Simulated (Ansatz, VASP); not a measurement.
MgO: VASP beside Ansatz

The input INCAR:

```
ALGO = Normal
EDIFF = 1E-6
ENCUT = 520
ISIF = 2
ISMEAR = 0
LASPH = True
LCHARG = False
LREAL = False
LWAVE = False
NBANDS = 36
NELM = 80
PREC = Accurate
SIGMA = 0.05
```

KPOINTS

```
k-points
0
Gamma
  4 4 4
```

Contents of POSCAR:

```
MgO
1.0
    5.5230736673      0.0000000000      0.0000000000
    0.0000000000      5.5230736673      0.0000000000
    0.0000000000      0.0000000000      5.5230736673
Mg O
6 6
Direct
    0.2500000000     -0.0157068425      0.5000000000
    0.0000000000      0.5157068425      0.2500000000
    0.5000000000      0.7500000000      0.0000000000
    0.7500000000     -0.0157068425      0.5000000000
    0.0000000000      0.5157068425      0.7500000000
    0.5000000000      0.2500000000      0.0000000000
    0.2500000000      0.5049282547      0.0000000000
    0.5000000000     -0.0049282547      0.2500000000
    0.0000000000      0.7500000000      0.5000000000
    0.7500000000      0.5049282547      0.0000000000
    0.5000000000     -0.0049282547      0.7500000000
    0.0000000000      0.2500000000      0.5000000000
```

Input for Ansatz:

```yaml
crystal:
  lattice:
    - [5.5230736673, 0.0, 0.0]
    - [0.0, 5.5230736673, 0.0]
    - [0.0, 0.0, 5.5230736673]
  atoms:
    - { symbol: Mg, position: [0.25, -0.0157068425, 0.5] }
    - { symbol: Mg, position: [0.0, 0.5157068425, 0.25] }
    - { symbol: Mg, position: [0.5, 0.75, 0.0] }
    - { symbol: Mg, position: [0.75, -0.0157068425, 0.5] }
    - { symbol: Mg, position: [0.0, 0.5157068425, 0.75] }
    - { symbol: Mg, position: [0.5, 0.25, 0.0] }
    - { symbol: O, position: [0.25, 0.5049282547, 0.0] }
    - { symbol: O, position: [0.5, -0.0049282547, 0.25] }
    - { symbol: O, position: [0.0, 0.75, 0.5] }
    - { symbol: O, position: [0.75, 0.5049282547, 0.0] }
    - { symbol: O, position: [0.5, -0.0049282547, 0.75] }
    - { symbol: O, position: [0.0, 0.25, 0.5] }
basis:
  ecutwfc: 520.0
kpoints:
  mp_grid: { grid: [4, 4, 4] }
hamiltonian:
  xc: lda
  pseudopotentials: { kind: paw, azcp: { folder: soft_1 } }
scf:
  occupations: { method: gaussian, width: 0.05 }
output:
  forces: true
  stress: true
  eigenvalues: true
```

Change from the starting cell: mode 14 frozen in at -0.072 Å and mode 24 at -0.029 Å (largest displacements).

Alike in both runs: task single point; functional LDA; k mesh 4 × 4 × 4; occupations gaussian, width 0.05 eV; no spin polarisation.

|  | VASP | Ansatz |
| --- | --- | --- |
| version | VASP 6.6.1 | Ansatz 0.2.0 |
| potentials or method | VASP PAW LDA potentials, release 64 (Mg, O), cutoff 520 eV | scalar-relativistic, plane waves, PAW |
| valence electrons in the cell | 48 | 96 |

Ansatz gave:

- gap on the k mesh at the Fermi level (eV): 2.79
- least direct gap on the mesh (eV): 2.80
- pressure (GPa): 0.3
- traceless stress, the component that is largest in VASP (GPa): -0.07
- rms of the force components (eV/Å): 0.417

Question: Estimate VASP's values.

Answer: gap on the k mesh at the Fermi level (eV): 2.78; least direct gap on the mesh (eV): 2.79; pressure (GPa): -0.4; traceless stress, the component that is largest in VASP (GPa): -0.07; rms of the force components (eV/Å): 0.427.

Ansatz warns that its potentials were made for another functional, while VASP's fit it. LDA's correlation is that of Perdew and Zunger in VASP and of Perdew and Wang (1992) in Ansatz. Atom by atom the forces differ by 0.010 eV/Å (rms over components). VASP's potentials hold 48 valence electrons a cell and Ansatz's 96, so a difference there can come from the potentials and not from the codes.
